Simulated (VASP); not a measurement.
Write the native input for VASP 6.6.1 that does the following.

* Task: single point
* Functional: r2SCAN
* Potentials or basis: VASP PAW PBE potentials, release 64 (Pb_d, S)
* Cutoff: 550 eV
* k mesh: 8 × 8 × 8
* Occupations: gaussian, width 0.05 eV
* Spin: no spin polarisation
* Dipole correction: no
* Further INCAR settings: ALGO = Normal; EDIFF = 1e-06; NBANDS = 17

PbS:

```
Pb S
1.0
     0.00000    2.89087    3.03912
     2.89087    0.00000    3.03912
     2.89087    2.89087    0.00000
Pb S
1 1
Direct
  0.00000 0.00000 0.00000
  0.50000 0.50000 0.50000
```

This cell differs from its parent crystal: strain -0.025 along x and y, +0.025 along z.

One way to write it, as run:

POSCAR

```
PbS
1.0
    0.0000000000      2.8908750000      3.0391250000
    2.8908750000      0.0000000000      3.0391250000
    2.8908750000      2.8908750000      0.0000000000
Pb S
1 1
Direct
    0.0000000000      0.0000000000      0.0000000000
    0.5000000000      0.5000000000      0.5000000000
```

INCAR.step1

```
PREC = Accurate
ENCUT = 550
ISMEAR = 0
SIGMA = 0.05
LREAL = F
LASPH = T
NELM = 120
NBANDS = 17
GGA = PE
ALGO = Normal
EDIFF = 1E-5
LWAVE = T
LCHARG = F
GGA_COMPAT = F
```

INCAR.step2

```
PREC = Accurate
ENCUT = 550
EDIFF = 1E-6
ISMEAR = 0
SIGMA = 0.05
LREAL = F
LASPH = T
NELM = 120
ALGO = Normal
ISIF = 2
LWAVE = F
LCHARG = T
METAGGA = R2SCAN
LMIXTAU = T
LELF = T
LVHAR = T
NBANDS = 17
ISTART = 1
GGA_COMPAT = F
```

KPOINTS

```
regular mesh
0
Gamma
  8 8 8
```

Potentials or basis: VASP PAW PBE potentials, release 64 (Pb_d, S).

Launch:

```bash
$ cat potpaw_PBE.64/Pb_d/POTCAR potpaw_PBE.64/S/POTCAR > POTCAR
$ cp INCAR.step1 INCAR
$ mpirun -np 1 vasp_std > vasp.out
$ cp INCAR.step2 INCAR
$ mpirun -np 1 vasp_std > vasp.out
```

Results of the run:

The pressure is 3.5 GPa and the band gap on the k mesh is 0.44 eV.

Caveat: the cell differs from its parent crystal (strain -0.025 along x and y, +0.025 along z); the stress differs along the axes, from -1 to 6 GPa; the PAW data sets were made with another functional, which shifts forces and pressure a little; spin-orbit coupling is left out, which moves the levels of the heavy elements.

Run time: 2 min on 1 thread of AMD EPYC 9R45 96-Core Processor (Zen 5), with other jobs on the host, peak memory 0.19 GiB.
